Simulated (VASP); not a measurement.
Set up this calculation in VASP 6.6.1, as the native input.

```yaml
Task: single point
Functional: PBE
Potentials_or_basis: VASP PAW PBE potentials, release 64 (Ca_sv, F)
Cutoff: 600 eV
k_mesh: 6 × 6 × 6
Occupations: gaussian, width 0.01 eV
Spin: no spin polarisation
Dipole_correction: no
Further_INCAR_settings: ALGO = Normal; EDIFF = 1e-06; NBANDS = 19
```

The structure of CaF2 (Fluorite) lies in POSCAR:

```
CaF2
1.0
    0.0000000000      2.7195928860      2.7195928860
    2.7195928860      0.0000000000      2.7195928860
    2.7195928860      2.7195928860      0.0000000000
Ca F
1 2
Direct
    0.0000000000      0.0000000000      0.0000000000
    0.2500000000      0.2500000000      0.2500000000
    0.7500000000      0.7500000000      0.7500000000
```

The input as run:

INCAR

```
PREC     = Accurate       # precision mode
ENCUT    = 600            # plane-wave cutoff, eV
EDIFF    = 1E-6           # SCF threshold, eV
ISMEAR   = 0              # smearing method
SIGMA    = 0.01           # smearing width, eV
LREAL    = False          # projectors in reciprocal space
LASPH    = True           # aspherical terms in the spheres
NELM     = 120            # most SCF steps
ALGO     = Normal         # electronic algorithm
ISIF     = 2              # what is computed and relaxed
LWAVE    = False          # write WAVECAR
LCHARG   = False          # write CHGCAR
GGA      = PE             # functional
NBANDS   = 19             # bands
GGA_COMPAT= False
```

KPOINTS

```
Automatic mesh
0
Gamma
  6 6 6
```

Potentials or basis: VASP PAW PBE potentials, release 64 (Ca_sv, F).

Launch:

```bash
$ cat potpaw_PBE.64/Ca_sv/POTCAR potpaw_PBE.64/F/POTCAR > POTCAR
$ mpirun -np 1 vasp_std > vasp.out
```

Results of the run:

The pressure is 3.6 GPa. The band gap on the k mesh is 7.36 eV, indirect (least direct gap 7.61 eV).

Run time: 25 s on 1 thread of Intel Xeon 8259CL (shared host), peak memory 0.18 GiB.
